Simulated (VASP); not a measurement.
Input of a VASP 6.6.1 run:

File INCAR:

```
SYSTEM = V
PREC = Accurate
ENCUT = 520
EDIFF = 1E-6
ISMEAR = -1
SIGMA = 0.05
LREAL = .False.
LASPH = .True.
NELM = 150
ALGO = Normal
ISIF = 2
LWAVE = .False.
LCHARG = .False.
ISPIN = 2
MAGMOM = 2
LORBIT = 11
LMAXMIX = 4
GGA = CA
NBANDS = 16
```

KPOINTS

```
regular mesh
0
Gamma
  12 12 12
  0 0 0
```

The input POSCAR:

```
V
1.0
   -1.5440506776      1.5440506776      1.5440506776
    1.5440506776     -1.5440506776      1.5440506776
    1.5440506776      1.5440506776     -1.5440506776
V
1
Direct
    0.0000000000      0.0000000000      0.0000000000
```

Potentials or basis: VASP PAW LDA potentials, release 64 (V_sv).

Run with:

```bash
$ cat potpaw_LDA.64/V_sv/POTCAR > POTCAR
$ mpirun -np 1 vasp_std > vasp.out
```

Q: Predict the net moment.

A: 0.00 μB per cell.

Q: Predict the pressure.

A: -24.5 GPa.
